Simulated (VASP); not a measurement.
# Mg13O12 in VASP: a series of runs, part 2 of 2

VASP 6.6.1. The steps go on from the part before.

## Step 3: Single point, PBE

Input file INCAR:

```
PREC = Accurate
ENCUT = 520
EDIFF = 1E-6
ISMEAR = -1
SIGMA = 0.05
LREAL = Auto
LASPH = T
NELM = 80
ALGO = Normal
ISIF = 2
LWAVE = F
LCHARG = T
GGA = PE
LELF = T
LVHAR = T
NBANDS = 67
```

Input file KPOINTS:

```
regular mesh
0
Gamma
  2 2 1
```

Input file POSCAR:

```
Mg13O12
1.0
    5.4461360000      0.0000000000      0.0000000000
    2.7230680000      4.7164920000      0.0000000000
    0.0000000000      0.0000000000     17.5584400000
Mg O
13 12
Direct
    0.0000000000      0.0000000000      0.0569526678
   -0.0000013665      0.4999902470      0.0569526678
    0.5000058757      0.0000000000      0.0569526678
    0.5000045093      0.4999902470      0.0569526678
    0.6204149450      0.7316878731      0.2055250922
    0.6554198395      0.2320156591      0.2079284948
    0.1356835124      0.7096587888      0.2037083021
    0.1732056677      0.1881695124      0.1904212447
    0.3044596888      0.3559849142      0.3517396762
    0.3206420924      0.8499749390      0.3543481084
    0.8089614356      0.3519140921      0.3418982552
    0.7999026809      0.8656857682      0.3639503282
    0.4850037498      0.5305426151      0.4769102494
    0.3333340262      0.8333312131      0.1202669485
    0.3333353927      0.3333409661      0.1202669485
    0.8333399019      0.8333312131      0.1202669485
    0.8333229067      0.3333409661      0.1202669485
   -0.0280736849      0.5291432700      0.2662821982
    0.9860887424      0.0341991463      0.2692038700
    0.4669315017      0.5462322421      0.2717496543
    0.4852266103      0.0369766343      0.2749674800
    0.6468572591      0.1892084202      0.4232038837
    0.6521015067      0.6801029240      0.4221616499
    0.0830559804      0.2197395861      0.4212105403
    0.1536788511      0.6746963633      0.4233975228
```

Potentials or basis: VASP PAW PBE potentials, release 64 (Mg, O).

Started as:

```console
$ cat potpaw_PBE.64/Mg/POTCAR potpaw_PBE.64/O/POTCAR > POTCAR
$ mpirun -np 1 vasp_std > vasp.out
```

OUTCAR:

```text
PREC = Accurate
   ENCUT = 520
   EDIFF = 1E-6
   ISMEAR = -1
   LREAL = Auto
   LASPH = T
   NELM = 80
   ISIF = 2
   GGA = PE

 ion  position               nearest neighbor table
   1  0.000  0.000  0.057-  16 1.93  14 1.93  17 1.93   2 2.72   4 2.72   3 2.72   3 2.72   4 2.72
                             2 2.72   8 2.90   7 2.92   6 3.13
   2  1.000  0.500  0.057-  17 1.93  15 1.93  16 1.93   1 2.72   4 2.72   3 2.72   3 2.72   4 2.72
                             1 2.72   8 2.77   7 3.06   5 3.17
   3  0.500  0.000  0.057-  16 1.93  14 1.93  15 1.93   4 2.72   1 2.72   2 2.72   2 2.72   1 2.72
                             4 2.72   8 2.81   5 2.90   6 3.23
   4  0.500  0.500  0.057-  17 1.93  15 1.93  14 1.93   3 2.72   1 2.72   2 2.72   2 2.72   1 2.72
[... 512 lines left out ...]
  external PRESSURE =     159.9295211 kB  Pullay stress =       0.0000000 kB

 VOLUME and BASIS-vectors are now :
 -----------------------------------------------------------------------------
  energy-cutoff  :      520.00
  volume of cell :      451.02
      direct lattice vectors                 reciprocal lattice vectors
     5.446136000  0.000000000  0.000000000     0.183616421 -0.106010993  0.000000000
     2.723068000  4.716492000  0.000000000     0.000000000  0.212021986  0.000000000
     0.000000000  0.000000000 17.558440000     0.000000000  0.000000000  0.056952668

 POSITION                                       TOTAL-FORCE (eV/Angst)
 -----------------------------------------------------------------------------------
      0.00000      0.00000      1.00000        -0.279909      0.012777     -1.524283
      6.80764      2.35820      1.00000        -0.103449      0.278435     -1.484809
      2.72310      0.00000      1.00000         0.361269     -0.065418     -1.686252
      4.08460      2.35820      1.00000         0.046020     -0.070597     -1.405129
      5.37130      3.45100      3.60870         1.685400     -1.715059     -0.049122
      4.20130      1.09430      3.65090        -1.073693     -1.742715     -0.863581
[... 17 lines left out ...]
      1.05070      1.03640      7.39580         1.651912     -1.241436     -0.255920
      2.67420      3.18220      7.43420        -0.462410      0.850523     -1.321525
 -----------------------------------------------------------------------------------
    total drift:                               -0.003248      0.001123      0.002537

  FREE ENERGIE OF THE ION-ELECTRON SYSTEM (eV)
  ---------------------------------------------------
  free  energy   TOTEN  =      -123.4678777291 eV

  energy  without entropy=     -123.4037407092  energy(sigma->0) =     -123.43580922
```

OSZICAR:

```text
N       E                     dE             d eps       ncg     rms          rms(c)
DAV:   1     0.806498880474E+03    0.80650E+03   -0.43686E+04   536   0.124E+03
DAV:   2    -0.347827564500E+02   -0.84128E+03   -0.78798E+03   704   0.296E+02
DAV:   3    -0.151843129647E+03   -0.11706E+03   -0.11618E+03   640   0.117E+02
[... 21 lines left out ...]
DAV:  25    -0.123467864399E+03   -0.19596E-04   -0.29670E-06   552   0.825E-03    0.546E-03
DAV:  26    -0.123467874303E+03   -0.99035E-05   -0.17140E-06   440   0.744E-03    0.110E-03
DAV:  27    -0.123467876492E+03   -0.21892E-05   -0.80159E-07   432   0.358E-03    0.177E-03
DAV:  28    -0.123467877660E+03   -0.11682E-05   -0.34349E-07   392   0.242E-03    0.182E-03
DAV:  29    -0.123467877729E+03   -0.68860E-07   -0.19598E-07   432   0.192E-03
   1 F= -.12346788E+03 E0= -.12343581E+03  d E =-.641370E-01
```

stdout:

```text
POSCAR found type information on POSCAR MgO
 POSCAR found :  2 types and      25 ions
 scaLAPACK will be used
 LDA part: xc-table for (Slater+PW92), standard interpolation
 POSCAR, INCAR and KPOINTS ok, starting setup
 FFT: planning ... GRIDC
 FFT: planning ... GRID_SOFT
 FFT: planning ... GRID
 WAVECAR not read
 entering main loop
```

Wall time 4.1 min (1 thread of Intel Xeon 6975P-C (Granite Rapids), shared host); peak memory 0.53 GiB.

Results:

```
Free energy            : -123.4679 eV
Largest force          : 3.086 eV/Å
Band gap on the k mesh : zero (band 49 reaches 0.57 eV, above the bottom of band 50 at 0.34 eV)
```

Forces in eV/Å, atoms in the order of the input:
```
Mg  -0.280  0.013 -1.524
Mg  -0.103  0.278 -1.485
Mg   0.361 -0.065 -1.686
Mg   0.046 -0.071 -1.405
Mg   1.685 -1.715 -0.049
Mg  -1.074 -1.743 -0.864
Mg  -0.707 -0.625  0.098
Mg  -1.468  0.954  2.542
Mg  -0.752  0.095 -0.022
Mg  -0.834  1.394 -0.227
Mg   0.300  0.659  0.313
Mg   1.051 -1.115 -0.311
Mg  -0.437 -1.048  1.995
O   -0.023  0.362  2.010
O    0.833  0.498  1.317
O   -0.182  0.410  1.497
O   -0.084  0.309  1.337
O    0.279 -0.175  0.171
O    0.274 -0.217  0.084
O   -0.006  0.091  0.331
O   -0.084  0.606 -0.085
O   -0.402  0.638 -0.863
O    0.417  0.858 -1.596
O    1.652 -1.241 -0.256
O   -0.462  0.851 -1.322
```

Caveat: the k points lie up to 0.67 Å⁻¹ apart.

## Step 4: Single point, PBE

Input file INCAR:

```
ALGO     = Normal         # electronic algorithm
EDIFF    = 1E-7           # SCF threshold, eV
ENCUT    = 520            # plane-wave cutoff, eV
GGA      = PE             # functional
ISIF     = 2              # what is computed and relaxed
ISMEAR   = -1             # smearing method
LASPH    = True           # aspherical terms in the spheres
LCHARG   = False          # write CHGCAR
LREAL    = Auto         
LWAVE    = False          # write WAVECAR
NBANDS   = 67             # bands
NELM     = 100            # most SCF steps
PREC     = Accurate       # precision mode
SIGMA    = 0.05           # smearing width, eV
```

Input file KPOINTS:

```
k-points
0
Gamma
  2 2 1
```

Input file POSCAR:

```
Mg13O12
1.0
    5.4461360000      0.0000000000      0.0000000000
    2.7230680000      4.7164920000      0.0000000000
    0.0000000000      0.0000000000     17.5584400000
Mg O
13 12
Direct
    0.0000000000      0.0000000000      0.0569526678
   -0.0000013665      0.4999902470      0.0569526678
    0.5000058757      0.0000000000      0.0569526678
    0.5000045093      0.4999902470      0.0569526678
    0.6650046214      0.6519464042      0.1969594110
    0.6484961552      0.1402101392      0.1970277542
    0.1620467305      0.6787459832      0.1973011270
    0.1194471971      0.1857736640      0.2028369263
    0.3202110530      0.3734343236      0.3452185957
    0.2961986930      0.8742938608      0.3488350901
    0.8046662894      0.3746428490      0.3488407854
    0.8057412100      0.8478759213      0.3562560227
    0.4990383417      0.5001598646      0.4736753379
    0.3333340262      0.8333312131      0.1202669485
    0.3333353927      0.3333409661      0.1202669485
    0.8333399019      0.8333312131      0.1202669485
    0.8333229067      0.3333409661      0.1202669485
   -0.0270480149      0.5265778040      0.2754686635
    0.9714354498      0.0036467782      0.2693234707
    0.5050635465      0.4740811603      0.2662821982
    0.4648889735     -0.0221987019      0.2652798312
    0.6555557028      0.1912014268      0.4114830247
    0.6381134382      0.7049943051      0.4181692679
    0.1511196629      0.2371889956      0.4147578031
    0.1449472667      0.7088319030      0.4203277740
```

Potentials or basis: VASP PAW PBE potentials, release 64 (Mg, O).

Started as:

```console
$ cat potpaw_PBE.64/Mg/POTCAR potpaw_PBE.64/O/POTCAR > POTCAR
$ mpirun -np 1 vasp_std > vasp.out
```

OUTCAR:

```text
EDIFF = 1E-7
   ENCUT = 520
   GGA = PE
   ISIF = 2
   ISMEAR = -1
   LASPH = True
   LREAL = Auto
   NELM = 100
   PREC = Accurate

 ion  position               nearest neighbor table
   1  0.000  0.000  0.057-  16 1.93  14 1.93  17 1.93   2 2.72   4 2.72   3 2.72   3 2.72   4 2.72
                             2 2.72   7 2.89   8 2.94   6 2.97
   2  1.000  0.500  0.057-  17 1.93  15 1.93  16 1.93   1 2.72   4 2.72   3 2.72   3 2.72   4 2.72
                             1 2.72   5 2.92   7 2.94   8 2.97
   3  0.500  0.000  0.057-  16 1.93  14 1.93  15 1.93   4 2.72   1 2.72   2 2.72   2 2.72   1 2.72
                             4 2.72   6 2.81   5 2.96   8 3.13
   4  0.500  0.500  0.057-  17 1.93  15 1.93  14 1.93   3 2.72   1 2.72   2 2.72   2 2.72   1 2.72
                             3 2.72   5 2.88   7 2.94   6 2.99
   5  0.665  0.652  0.197-  21 1.96  20 2.01  18 2.01  17 2.02  14 2.07  16 2.13   8 2.51   6 2.62
                             7 2.67   7 2.78   6 2.83   4 2.88   2 2.92   8 2.94   3 2.96  11 2.97
   6  0.648  0.140  0.197-  16 1.99  19 1.99  20 1.99  15 2.02  21 2.03  17 2.23   5 2.62   7 2.67
                             8 2.70   8 2.77   7 2.80   3 2.81   5 2.83   1 2.97   4 2.99   9 3.05
   7  0.162  0.679  0.197-  19 1.99  20 2.03  14 2.05  16 2.06  15 2.12  18 2.12   8 2.65   6 2.67
                             5 2.67   5 2.78   6 2.80   8 2.81   1 2.89   4 2.94   2 2.94   9 2.97
   8  0.119  0.186  0.203-  19 1.95  21 1.97  17 1.98  18 2.06  14 2.22  15 2.25   5 2.51   7 2.65
                             6 2.70   6 2.77   7 2.81   5 2.94   1 2.94  10 2.96   2 2.97  11 2.97
   9  0.320  0.373  0.345-  24 1.89  20 1.95  22 1.97  18 2.05  25 2.06  21 2.35  11 2.64  10 2.67
                            13 2.68  12 2.71  12 2.77  10 2.79  11 2.81   7 2.97   6 3.05   8 3.10
  10  0.296  0.874  0.349-  25 1.95  21 1.96  23 2.02  24 2.08  19 2.08  20 2.38   9 2.67  11 2.70
                            12 2.71  11 2.75  12 2.75   9 2.79  13 2.82   8 2.96   7 3.09   5 3.19
  11  0.805  0.375  0.349-  22 1.92  23 1.98  18 1.99  24 2.01  20 2.04  19 2.24  12 2.58  13 2.63
                             9 2.64  10 2.70  10 2.75   9 2.81  12 2.87   8 2.97   5 2.97   6 3.25
  12  0.806  0.848  0.356-  23 1.83  22 1.89  25 1.96  18 2.08  19 2.15  21 2.28  11 2.58   9 2.71
                            10 2.71  10 2.75   9 2.77  11 2.87   6 3.12   5 3.22   7 3.26
  13  0.499  0.500  0.474-  22 1.82  23 1.90  25 1.92  11 2.63   9 2.68  10 2.82
  14  0.333  0.833  0.120-   1 1.93   3 1.93   4 1.93   7 2.05   5 2.07   8 2.22
  15  0.333  0.333  0.120-   4 1.93   2 1.93   3 1.93   6 2.02   7 2.12   8 2.25
  16  0.833  0.833  0.120-   1 1.93   3 1.93   2 1.93   6 1.99   7 2.06   5 2.13
  17  0.833  0.333  0.120-   4 1.93   2 1.93   1 1.93   8 1.98   5 2.02   6 2.23
  18  0.973  0.527  0.275-  11 1.99   5 2.01   9 2.05   8 2.06  12 2.08   7 2.12
  19  0.971  0.004  0.269-   8 1.95   6 1.99   7 1.99  10 2.08  12 2.15  11 2.24
  20  0.505  0.474  0.266-   9 1.95   6 1.99   5 2.01   7 2.03  11 2.04  10 2.38
  21  0.465  0.978  0.265-  10 1.96   5 1.96   8 1.97   6 2.03  12 2.28   9 2.35
  22  0.656  0.191  0.411-  13 1.82  12 1.89  11 1.92   9 1.97
  23  0.638  0.705  0.418-  12 1.83  13 1.90  11 1.98  10 2.02
  24  0.151  0.237  0.415-   9 1.89  11 2.01  10 2.08
  25  0.145  0.709  0.420-  13 1.92  10 1.95  12 1.96   9 2.06

  LATTYP: Found a hexagonal cell.
 ALAT       =     5.4461358887
 C/A-ratio  =     3.2240179751

  Lattice vectors:

 A1 = (  -2.7230680000,  -4.7164920000,   0.0000000000)
 A2 = (   5.4461360000,   0.0000000000,   0.0000000000)
 A3 = (   0.0000000000,   0.0000000000,  17.5584400000)

Analysis of symmetry for initial positions (statically):
=====================================================================
 Subroutine PRICEL returns:
 Original cell was already a primitive cell.

 Routine SETGRP: Setting up the symmetry group for a
 hexagonal supercell.

 Subroutine GETGRP returns: Found  1 space group operations
 (whereof  1 operations were pure point group operations)
 out of a pool of 24 trial point group operations.

The static configuration has the point symmetry C_1 .

[... 124 lines left out ...]
   ions per type =              13  12
   NGX,Y,Z   is equivalent  to a cutoff of  12.82, 12.82, 13.26 a.u.
   NGXF,Y,Z  is equivalent  to a cutoff of  25.64, 25.64, 26.51 a.u.
 SYSTEM =  unknown system
   PREC   = accura    normal or accurate (medium, high low for compatibility)
   ISTART =      0    job   : 0-new  1-cont  2-samecut
   ICHARG =      2    charge: 1-file 2-atom 10-const
   ISPIN  =      1    spin polarized calculation?
   LNONCOLLINEAR =      F non collinear calculations
   LSORBIT =      F    spin-orbit coupling
   LASPH  =      T    aspherical Exc in radial PAW
   ENCUT  =  520.0 eV  38.22 Ry    6.18 a.u.  10.13 10.13 32.65*2*pi/ulx,y,z
   NELM   =    100;   NELMIN=  2; NELMDL= -5     # of ELM steps
   EDIFF  = 0.1E-06   stopping-criterion for ELM
   LREAL  =      T    real-space projection
   EDIFFG = 0.1E-05   stopping-criterion for IOM
   NSW    =      0    number of steps for IOM
   IBRION =     -1    ionic relax: 0-MD 1-quasi-New 2-CG
   NFREE  =      0    steps in history (QN), initial steepest desc. (CG)
   ISIF   =      2    stress and relaxation
   ISYM   =      2    0-nonsym 1-usesym 2-fastsym
   POTIM  = 0.5000    time-step for ionic-motion
   TEBEG  =    0.0;   TEEND  =   0.0 temperature during run
   PSTRESS=    0.0 pullay stress
   NELECT =      98.0000    total number of electrons
   NUPDOWN=      -1.0000    fix difference up-down
   EMIN   =  10.00;   EMAX   =-10.00  energy-range for DOS
   EFERMI =   0.00;   METHOD = LEGACY
   ISMEAR =    -1;   SIGMA  =   0.05  broadening in eV -4-tet -1-fermi 0-gaus
   EFERMI_NEDOS =   21; number of points for ismear=-14 and -15
   IALGO  =     38    algorithm
   IMIX   =      4    mixing-type and parameters
     AMIX     =   0.40;   BMIX     =  1.00
     AMIX_MAG =   1.60;   BMIX_MAG =  1.00
  volume/ion in A,a.u.               =      18.04       121.74
  Fermi-wavevector in a.u.,A,eV,Ry     =   0.984205  1.859878 13.179420  0.968660
  Thomas-Fermi vector in A             =   2.115421
   LORBIT       =      0    0 simple, 1 ext, 2 COOP (PROOUT), +10 PAW based schemes
   GGA     = PE    functional components
[... 5 lines left out ...]
 non-spin polarized calculation
  energy-cutoff  :      520.00
  volume of cell :      451.02
 maximum number of plane-waves:     12128
 NGX is ok and might be reduce to    42
   NGX = 21   NGY = 21   NGZ = 65

 number of electron      97.9999977 magnetization

 Free energy of the ion-electron system (eV)
  ---------------------------------------------------
  ext. energy  EPLUGINS =         0.00000000
  ---------------------------------------------------
  free energy    TOTEN  =      -123.75660858 eV

  energy without entropy =     -123.70539228  energy(sigma->0) =     -123.73100043

 E-fermi :   0.3670     XC(G=0):  -6.5836

 val. band max:        0.3658898330   @ k =   0.5000   0.5000   0.0000
 cond. band min:       0.5468482305   @ k =   0.0000   0.0000   0.0000
 fundamental gap:      0.1809583974
 Fermi energy:         0.3669820920

 k-point     1 :       0.0000    0.0000    0.0000
  band No.  band energies     occupation
      1     -20.1079      2.00000
      2     -18.8888      2.00000
      3     -18.7085      2.00000
      4     -18.5687      2.00000
      5     -18.0622      2.00000
      6     -16.8949      2.00000
[... 245 lines left out ...]
     60       6.9274      0.00000
     61       7.2036      0.00000
 [bands above 61 left out]

------------------------ aborting loop because EDIFF is reached ----------------------------------------

  FORCE on cell =-STRESS in cart. coord.  units (eV):
  Direction    XX          YY          ZZ          XY          YZ          ZX
  --------------------------------------------------------------------------------------
  -------------------------------------------------------------------------------------
  Total       66.6763100     66.3397324      4.7280291      1.2904216     -2.9801265     -2.3701422
  in kB      236.8583107    235.6626655     16.7956655      4.5840432    -10.5864846     -8.4196001
  external PRESSURE =     163.1055472 kB  Pullay stress =       0.0000000 kB

 VOLUME and BASIS-vectors are now :
 -----------------------------------------------------------------------------
  energy-cutoff  :      520.00
  volume of cell :      451.02
      direct lattice vectors                 reciprocal lattice vectors
     5.446136000  0.000000000  0.000000000     0.183616421 -0.106010993  0.000000000
     2.723068000  4.716492000  0.000000000     0.000000000  0.212021986  0.000000000
     0.000000000  0.000000000 17.558440000     0.000000000  0.000000000  0.056952668

 POSITION                                       TOTAL-FORCE (eV/Angst)
 -----------------------------------------------------------------------------------
      0.00000      0.00000      1.00000         0.098065      0.028077     -1.725495
      6.80764      2.35820      1.00000         0.095625     -0.078985     -1.715255
      2.72310      0.00000      1.00000        -0.213829      0.043117     -1.646266
      4.08460      2.35820      1.00000        -0.061801     -0.016476     -1.670847
      5.39700      3.07490      3.45830        -0.636465      0.787705      1.361963
      3.91360      0.66130      3.45950        -0.041554      0.920022      1.784580
[... 17 lines left out ...]
      1.46890      1.11870      7.28250        -1.010201     -0.956448      0.424815
      2.71960      3.34320      7.38030         0.272830     -0.632405     -0.371282
 -----------------------------------------------------------------------------------
    total drift:                               -0.000860     -0.007228      0.005001

  FREE ENERGIE OF THE ION-ELECTRON SYSTEM (eV)
  ---------------------------------------------------
  free  energy   TOTEN  =      -123.7566085813 eV

  energy  without entropy=     -123.7053922781  energy(sigma->0) =     -123.73100043
```

Wall time 4 min (1 thread of Intel Xeon 6975P-C (Granite Rapids), shared host); peak memory 0.54 GiB.

Results:

```yaml
Free_energy: -123.7566 eV
Largest_force: 2.044 eV/Å
Band_gap_on_the_k_mesh: zero (band 49 reaches 0.58 eV, above the bottom of band 50 at 0.29 eV)
```

Forces on the atoms (eV/Å):
```
Mg   0.098  0.028 -1.725
Mg   0.096 -0.079 -1.715
Mg  -0.214  0.043 -1.646
Mg  -0.062 -0.016 -1.671
Mg  -0.636  0.788  1.362
Mg  -0.042  0.920  1.785
Mg  -0.121 -0.821  1.591
Mg   1.612 -0.730  1.023
Mg  -0.708 -0.617 -0.692
Mg   0.100  0.650  0.116
Mg   0.585 -1.102 -0.699
Mg   1.230  0.799 -0.757
Mg  -0.262  0.867  0.861
O   -0.244  0.079  1.185
O   -0.464  0.165  1.396
O   -0.148 -0.357  1.345
O   -0.274 -0.043  1.318
O    0.558 -0.734 -1.754
O    0.276 -0.108 -0.271
O   -0.456  1.127 -0.921
O    1.295  1.393 -0.427
O   -0.145  0.023 -0.162
O   -1.335 -0.685  0.406
O   -1.010 -0.956  0.425
O    0.273 -0.632 -0.371
```

Levels at points of the mesh, in eV from the Fermi level:
```csv
k point,band 48,band 49,band 50,band 51,band 52,band 53
"(0.00, 0.00, 0.00)",0.18,0.22,2.35,2.47,2.52,2.54
"(0.50, 0.00, 0.00)",-0.41,-0.34,-0.03,2.04,2.05,3.12
"(0.50, 0.50, 0.00)",-0.37,-0.36,0.00,2.04,2.04,3.11
"(0.00, 0.50, 0.00)",-0.37,-0.37,-0.08,2.04,2.05,3.12
```

Caveat: the k points lie up to 0.67 Å⁻¹ apart.
